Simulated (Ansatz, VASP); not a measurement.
# K in VASP and in Ansatz

```xyz
1
Lattice="-2.5968 2.5968 2.5968 2.5968 -2.5968 2.5968 2.5968 2.5968 -2.5968" Properties=species:S:1:pos:R:3 pbc="T T T"
K     0.0000    0.0000    0.0000
```

Alike in both runs: task single point; functional r2SCAN; k mesh 14 × 14 × 14; occupations fermi-dirac, width 0.1 eV; no spin polarisation.

```csv
,VASP,Ansatz
version,VASP 6.6.1,Ansatz 0.2.0
potentials or method,"VASP PAW PBE potentials, release 64 (K_sv), cutoff 520 eV","plane waves (500 eV) with PAW, scalar-relativistic"
valence electrons in the cell,9,9
```

Ansatz gave:

```
pressure (GPa) : 0.4
```

Question: Which values does VASP return?

Answer: Pressure (GPa): 0.3.

VASP's potentials were made for PBE, not for r2SCAN. The functional is the same, so the differences come from potentials, cutoffs and numerics.
